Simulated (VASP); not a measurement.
# MnPt3 (Pm-3m) in VASP: single point with LDA

Aim: the single point of MnPt3 with LDA.

Program: VASP 6.6.1. These are calculated values, not measurements. Logs are shortened: lines on timing, memory, paths and dates and some standing lists are left out, and cuts for length are marked.

## Step 1: The cell of the first run

Symmetry: Pm-3m, No. 221, cubic system. Conventional cell: a = 3.842 Å, b = 3.842 Å, c = 3.842 Å, α = 90.00°, β = 90.00°, γ = 90.00°. Mn (site symmetry m-3m) has 12 Pt at 2.72 Å within 3.6 Å. Pt (site symmetry 4/mmm) has 4 Mn at 2.72 Å and 8 Pt at 2.72 Å within 3.6 Å. Within 3.6 Å of Pt (site symmetry 4/mmm) lie 8 Pt at 2.72 Å and 4 Mn at 2.72 Å.

## Step 2: Single point, LDA, collinear spin, antiferromagnetic start

INCAR reads:

```
SYSTEM = MnPt3
PREC     = Accurate       ! precision mode
ENCUT    = 520            ! plane-wave cutoff, eV
EDIFF    = 1E-7           ! SCF threshold, eV
ISMEAR   = 0              ! smearing method
SIGMA    = 0.05           ! smearing width, eV
LREAL    = .False.        ! projectors in reciprocal space
LASPH    = .True.         ! aspherical terms in the spheres
NELM     = 150            ! most SCF steps
ALGO     = Normal         ! electronic algorithm
ISIF     = 2              ! what is computed and relaxed
LWAVE    = .False.        ! write WAVECAR
LCHARG   = .False.        ! write CHGCAR
ISPIN    = 2              ! spin polarisation
MAGMOM   = 3.5 -3.5 0 0 0 0 0 0 ! initial moments
LORBIT   = 11             ! projections on sites
LMAXMIX  = 4              ! l up to which the mixer works
NBANDS   = 57             ! bands
KPAR     = 4
```

KPOINTS reads:

```
Automatic mesh
0
Gamma
  6 6 8
  0 0 0
```

POSCAR reads:

```
MnPt3
1.0
    0.0000000000      3.8422971783      3.8422971783
    0.0000000000     -3.8422971783      3.8422971783
    3.8422971783      0.0000000000      0.0000000000
Mn Pt
2 6
Direct
    0.0000000000      0.0000000000      0.0000000000
    0.5000000000      0.5000000000      0.0000000000
    0.5000000000      0.0000000000      0.0000000000
    0.2500000000      0.2500000000      0.5000000000
    0.2500000000     -0.2500000000      0.5000000000
    1.0000000000      0.5000000000      0.0000000000
    0.7500000000      0.7500000000      0.5000000000
    0.7500000000      0.2500000000      0.5000000000
```

Potentials or basis: VASP PAW LDA potentials, release 64 (Mn_pv, Pt).

Launch:

```console
cat potpaw_LDA.64/Mn_pv/POTCAR potpaw_LDA.64/Pt/POTCAR > POTCAR
mpirun -np 4 vasp_std > vasp.out
```

OUTCAR:

```text
SYSTEM = MnPt3
   PREC = Accurate
   ENCUT = 520
   EDIFF = 1E-7
   ISMEAR = 0
   LREAL = .False.
   LASPH = .True.
   NELM = 150
   ISIF = 2
   ISPIN = 2
   LORBIT = 11

 ion  position               nearest neighbor table
   1  0.000  0.000  0.000-   3 2.72   4 2.72   5 2.72   6 2.72   7 2.72   8 2.72   4 2.72   5 2.72
                             7 2.72   8 2.72   6 2.72   3 2.72
   2  0.500  0.500  0.000-   3 2.72   4 2.72   5 2.72   6 2.72   7 2.72   8 2.72   4 2.72   5 2.72
                             7 2.72   8 2.72   3 2.72   6 2.72
   3  0.500  0.000  0.000-   1 2.72   2 2.72   4 2.72   5 2.72   7 2.72   8 2.72   4 2.72   5 2.72
                             7 2.72   8 2.72   2 2.72   1 2.72
   4  0.250  0.250  0.500-   1 2.72   2 2.72   3 2.72   5 2.72   6 2.72   8 2.72   1 2.72   2 2.72
                             3 2.72   6 2.72   5 2.72   8 2.72
   5  0.250  0.750  0.500-   1 2.72   2 2.72   3 2.72   4 2.72   6 2.72   7 2.72   1 2.72   2 2.72
                             3 2.72   6 2.72   4 2.72   7 2.72
   6  0.000  0.500  0.000-   1 2.72   2 2.72   4 2.72   5 2.72   7 2.72   8 2.72   4 2.72   5 2.72
                             7 2.72   8 2.72   1 2.72   2 2.72
   7  0.750  0.750  0.500-   1 2.72   2 2.72   3 2.72   5 2.72   6 2.72   8 2.72   1 2.72   2 2.72
                             3 2.72   6 2.72   8 2.72   5 2.72
   8  0.750  0.250  0.500-   1 2.72   2 2.72   3 2.72   4 2.72   6 2.72   7 2.72   1 2.72   2 2.72
                             3 2.72   6 2.72   7 2.72   4 2.72

  LATTYP: Found a simple tetragonal cell.
 ALAT       =     5.4338287802
 C/A-ratio  =     0.7071067812

  Lattice vectors:

 A1 = (   0.0000000000,   3.8422971783,   3.8422971783)
 A2 = (   0.0000000000,  -3.8422971783,   3.8422971783)
 A3 = (   3.8422971783,   0.0000000000,   0.0000000000)

Analysis of symmetry for initial positions (statically):
=====================================================================
 Subroutine PRICEL returns following result:

  LATTYP: Found a simple cubic cell.
 ALAT       =     3.8422971783
[... 12 lines left out ...]
 Subroutine GETGRP returns: Found 16 space group operations
 (whereof 16 operations were pure point group operations)
 out of a pool of 16 trial point group operations.

The static configuration has the point symmetry D_4h.

Analysis of symmetry for dynamics (positions and initial velocities):
=====================================================================
 Subroutine PRICEL returns following result:

  LATTYP: Found a simple cubic cell.
 ALAT       =     3.8422971783
[... 12 lines left out ...]
 Subroutine GETGRP returns: Found 16 space group operations
 (whereof 16 operations were pure point group operations)
 out of a pool of 16 trial point group operations.

The dynamic configuration has the point symmetry D_4h.

Analysis of structural, dynamic, and magnetic symmetry:
=====================================================================
 Subroutine PRICEL returns following result:

  LATTYP: Found a simple cubic cell.
 ALAT       =     3.8422971783
[... 12 lines left out ...]
 Subroutine GETGRP returns: Found 16 space group operations
 (whereof 16 operations were pure point group operations)
 out of a pool of 16 trial point group operations.

The overall configuration has the point symmetry D_4h.

 Subroutine INISYM returns: Found 16 space group operations
 (whereof 16 operations are pure point group operations),
 and found     2 'primitive' translations

----------------------------------------------------------------------------------------

                                     Primitive cell

  volume of cell :      56.7248

  direct lattice vectors                    reciprocal lattice vectors
     0.000000000  3.842297178  0.000000000     0.000000000  0.260260972  0.000000000
     0.000000000  0.000000000  3.842297178     0.000000000  0.000000000  0.260260972
     3.842297178  0.000000000  0.000000000     0.260260972  0.000000000  0.000000000

  length of vectors
     3.842297178  3.842297178  3.842297178     0.260260972  0.260260972  0.260260972

  position of ions in fractional coordinates (direct lattice)
     0.000000000  0.000000000  0.000000000
     0.500000000  0.500000000  0.000000000
     0.000000000  0.500000000  0.500000000
     0.500000000  1.000000000  0.500000000

  ion indices of the primitive-cell ions
   primitive index   ion index
                 1           1
                 2           3
[... 64 lines left out ...]
 SYSTEM =  MnPt3
   PREC   = accura    normal or accurate (medium, high low for compatibility)
   ISTART =      0    job   : 0-new  1-cont  2-samecut
   ICHARG =      2    charge: 1-file 2-atom 10-const
   ISPIN  =      2    spin polarized calculation?
   LNONCOLLINEAR =      F non collinear calculations
   LSORBIT =      F    spin-orbit coupling
   LASPH  =      T    aspherical Exc in radial PAW
   ENCUT  =  520.0 eV  38.22 Ry    6.18 a.u.  10.10 10.10  7.14*2*pi/ulx,y,z
   NELM   =    150;   NELMIN=  2; NELMDL= -5     # of ELM steps
   EDIFF  = 0.1E-06   stopping-criterion for ELM
   LREAL  =      F    real-space projection
   EDIFFG = 0.1E-05   stopping-criterion for IOM
   NSW    =      0    number of steps for IOM
   IBRION =     -1    ionic relax: 0-MD 1-quasi-New 2-CG
   NFREE  =      0    steps in history (QN), initial steepest desc. (CG)
   ISIF   =      2    stress and relaxation
   ISYM   =      2    0-nonsym 1-usesym 2-fastsym
   POTIM  = 0.5000    time-step for ionic-motion
   TEBEG  =    0.0;   TEEND  =   0.0 temperature during run
   PSTRESS=    0.0 pullay stress
   NELECT =      86.0000    total number of electrons
   NUPDOWN=      -1.0000    fix difference up-down
   EMIN   =  10.00;   EMAX   =-10.00  energy-range for DOS
   EFERMI =   0.00;   METHOD = LEGACY
   ISMEAR =     0;   SIGMA  =   0.05  broadening in eV -4-tet -1-fermi 0-gaus
   EFERMI_NEDOS =   21; number of points for ismear=-14 and -15
   IALGO  =     38    algorithm
   IMIX   =      4    mixing-type and parameters
     AMIX     =   0.40;   BMIX     =  1.00
     AMIX_MAG =   1.60;   BMIX_MAG =  1.00
  volume/ion in A,a.u.               =      14.18        95.70
  Fermi-wavevector in a.u.,A,eV,Ry     =   1.492703  2.820799 30.315982  2.228162
  Thomas-Fermi vector in A             =   2.605197
   LORBIT       =     11    0 simple, 1 ext, 2 COOP (PROOUT), +10 PAW based schemes
   GGA     = CA    functional components
   LHFCALC =     F    Hartree Fock is set to
   AEXX    =    0.0000 exact exchange contribution
   IVDW    =     0    specifies the selected vdW correction
   LEPSILON=     F    determine dielectric tensor
   LRPA    =     F    only Hartree local field effects (RPA)
 spin polarized calculation
 Gauss-broadening in eV      SIGMA  =   0.05
  energy-cutoff  :      520.00
  volume of cell :      113.45
 maximum number of plane-waves:      3084
   NGX = 21   NGY = 21   NGZ = 15

 number of electron      85.9999988 magnetization       0.0000000

 number of electron      85.9999988 magnetization      -0.0000000

 Free energy of the ion-electron system (eV)
  ---------------------------------------------------
  ext. energy  EPLUGINS =         0.00000000
  ---------------------------------------------------
  free energy    TOTEN  =       -66.92098608 eV

  energy without entropy =      -66.90883149  energy(sigma->0) =      -66.91490878

 E-fermi :  11.1031     XC(G=0): -13.7163

 val. band max:       11.0994419383   @ k =   0.3333   0.0000   0.3750
 cond. band min:      11.1031479905   @ k =   0.1667   0.0000   0.0000
 fundamental gap:      0.0037060521
 Fermi energy:        11.1031207309

 spin component 1

 k-point     1 :       0.0000    0.0000    0.0000
  band No.  band energies     occupation
      1     -38.0697      1.00000
      2     -38.0697      1.00000
      3     -38.0329      1.00000
      4     -34.7005      1.00000
      5     -34.7005      1.00000
      6     -34.6438      1.00000
[... 1381 lines left out ...]
     54      14.6360      0.00000
     55      18.5631      0.00000

 [... further k-points ...]

 spin component 2

 k-point     1 :       0.0000    0.0000    0.0000
  band No.  band energies     occupation
      1     -38.0697      1.00000
      2     -38.0697      1.00000
      3     -38.0329      1.00000
      4     -34.7005      1.00000
      5     -34.7005      1.00000
      6     -34.6438      1.00000
[... 1381 lines left out ...]
     54      14.6360      0.00000
     55      18.5631      0.00000

 [... further k-points ...]

 [bands above 55 left out]

------------------------ aborting loop because EDIFF is reached ----------------------------------------

  FORCE on cell =-STRESS in cart. coord.  units (eV):
  Direction    XX          YY          ZZ          XY          YZ          ZX
  --------------------------------------------------------------------------------------
  -------------------------------------------------------------------------------------
  Total       -0.4427016     -0.3409135     -0.3409135      0.0000000      0.0000000      0.0000000
  in kB       -6.2519977     -4.8145079     -4.8145079      0.0000000      0.0000000      0.0000000
  external PRESSURE =      -5.2936712 kB  Pullay stress =       0.0000000 kB

 VOLUME and BASIS-vectors are now :
 -----------------------------------------------------------------------------
  energy-cutoff  :      520.00
  volume of cell :      113.45
      direct lattice vectors                 reciprocal lattice vectors
     0.000000000  3.842297178  3.842297178     0.000000000  0.130130486  0.130130486
     0.000000000 -3.842297178  3.842297178     0.000000000 -0.130130486  0.130130486
     3.842297178  0.000000000  0.000000000     0.260260972  0.000000000  0.000000000

 POSITION                                       TOTAL-FORCE (eV/Angst)
 -----------------------------------------------------------------------------------
      0.00000      0.00000      0.00000         0.000000     -0.000000      0.000000
      0.00000      0.00000      3.84230        -0.000000      0.000000     -0.000000
      0.00000      1.92115      1.92115         0.000000     -0.000000      0.000000
      1.92115      0.00000      1.92115         0.000000     -0.000000     -0.000000
      1.92115     -1.92115      3.84230         0.000000      0.000000     -0.000000
      0.00000     -1.92115      1.92115        -0.000000     -0.000000      0.000000
      1.92115      0.00000      5.76345         0.000000      0.000000      0.000000
      1.92115      1.92115      3.84230         0.000000     -0.000000      0.000000
 -----------------------------------------------------------------------------------
    total drift:                               -0.000000     -0.000000      0.000000

  FREE ENERGIE OF THE ION-ELECTRON SYSTEM (eV)
  ---------------------------------------------------
  free  energy   TOTEN  =       -66.9209860786 eV

  energy  without entropy=      -66.9088314893  energy(sigma->0) =      -66.91490878

 total charge

# of ion       s       p       d       tot
------------------------------------------
    1        0.306   6.270   5.018  11.594
    2        0.306   6.270   5.018  11.594
    3        0.699   0.677   8.074   9.451
    4        0.700   0.678   8.078   9.456
    5        0.700   0.678   8.078   9.456
    6        0.699   0.677   8.074   9.451
    7        0.700   0.678   8.078   9.456
    8        0.700   0.678   8.078   9.456
--------------------------------------------------
tot          4.808  16.608  58.496  79.912

 magnetization (x)

# of ion       s       p       d       tot
------------------------------------------
    1        0.021   0.018   3.379   3.418
    2       -0.021  -0.018  -3.379  -3.418
    3        0.000   0.000   0.000   0.000
    4        0.000   0.000   0.000   0.000
    5        0.000   0.000   0.000   0.000
    6        0.000   0.000   0.000   0.000
    7        0.000   0.000   0.000   0.000
    8        0.000   0.000   0.000   0.000
--------------------------------------------------
tot          0.000   0.000   0.000   0.000
```

It took 4.6 min on 4 MPI ranks of AMD EPYC 9755, shared host; peak memory 0.48 GiB.

Results:

* Free energy: -66.9210 eV
* Pressure: -0.5 GPa
* Band gap on the k mesh: zero (filled and empty bands overlap)
* Net moment: 0.00 μB per cell
* Site moments: Mn +3.42, -3.42; Pt +0.00 μB
* Valence electrons inside the program's atomic spheres: Mn 11.59; Pt 9.45, 9.46 (each value once)

Levels at points of the mesh, in eV from the Fermi level:
Spin up:
```tsv
k point	band 39	band 40	band 41	band 42	band 43	band 44	band 45	band 46	band 47	band 48
(0.00, 0.00, 0.00)	0.15	0.37	0.56	0.62	0.62	0.63	1.52	1.77	1.77	1.80
(0.50, 0.00, 0.00)	-0.96	-0.62	-0.55	-0.52	-0.33	-0.26	1.15	1.27	1.28	1.68
(0.50, 0.50, 0.00)	-1.16	-1.14	-1.14	-0.84	-0.84	0.50	0.62	0.63	1.06	1.31
(0.00, 0.00, 0.50)	-0.56	-0.56	-0.56	-0.54	-0.19	0.14	0.15	0.15	0.63	1.28
(0.50, 0.00, 0.50)	-0.51	-0.45	-0.45	-0.44	-0.38	-0.16	-0.15	0.91	1.18	1.24
(0.50, 0.50, 0.50)	-1.67	-1.67	-1.56	-0.79	-0.69	-0.69	0.30	0.82	2.09	2.11
```
Spin down:
| k point | band 41 | band 42 | band 43 | band 44 | band 45 | band 46 |
| --- | --- | --- | --- | --- | --- | --- |
| (0.00, 0.00, 0.00) | 0.56 | 0.62 | 0.62 | 0.63 | 1.52 | 1.77 |
| (0.50, 0.00, 0.00) | -0.55 | -0.52 | -0.33 | -0.26 | 1.15 | 1.27 |
| (0.50, 0.50, 0.00) | -1.14 | -0.84 | -0.84 | 0.50 | 0.62 | 0.63 |
| (0.00, 0.00, 0.50) | -0.56 | -0.54 | -0.19 | 0.14 | 0.15 | 0.15 |
| (0.50, 0.00, 0.50) | -0.45 | -0.44 | -0.38 | -0.16 | -0.15 | 0.91 |
| (0.50, 0.50, 0.50) | -1.56 | -0.79 | -0.69 | -0.69 | 0.30 | 0.82 |

Caveat: the antiferromagnetic order is the one typed at the start, and another may lie lower; spin-orbit coupling is left out, which moves the levels of the heavy elements.
